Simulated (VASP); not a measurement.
A run of VASP 6.6.1 is set up as follows.

File INCAR:

```
PREC = Accurate
ENCUT = 600
EDIFF = 1E-6
ISMEAR = -1
SIGMA = 0.1
LREAL = False
LASPH = True
NELM = 60
ALGO = Normal
ISIF = 3
LWAVE = False
LCHARG = False
GGA = PS
IBRION = 2
NSW = 100
EDIFFG = -0.002
PSTRESS = 10.0
```

Contents of KPOINTS:

```
Automatic mesh
0
Gamma
  16 16 12
```

The input POSCAR:

```
ZrB2
1.0
    3.1552029036      0.0000000000      0.0000000000
   -1.5776014518      2.7324858686      0.0000000000
    0.0000000000      0.0000000000      3.5063834979
Zr B
1 2
Direct
    0.0000000000      0.0000000000      0.0000000000
    0.3333333333      0.6666666667      0.5000000000
    0.6666666667      0.3333333333      0.5000000000
```

Potentials or basis: VASP PAW PBE potentials, release 64 (Zr_sv, B).

Launch:

```console
$ cat potpaw_PBE.64/Zr_sv/POTCAR potpaw_PBE.64/B/POTCAR > POTCAR
$ mpirun -np 1 vasp_std > vasp.out
```

Question: Estimate the space group after relaxing (to 0.1 Å).

Answer: P6/mmm (No. 191).

Question: Estimate the relaxed cell.

Answer: a = 3.153 Å, b = 3.153 Å, c = 3.503 Å, α = 90.00°, β = 90.00°, γ = 120.00°.

Final structure:
```
Zr B
1.0
     3.15261    0.00000    0.00000
    -1.57631    2.73024    0.00000
     0.00000    0.00000    3.50280
Zr B
1 2
Direct
  0.00000 0.00000 0.00000
  0.33333 0.66667 0.50000
  0.66667 0.33333 0.50000
```
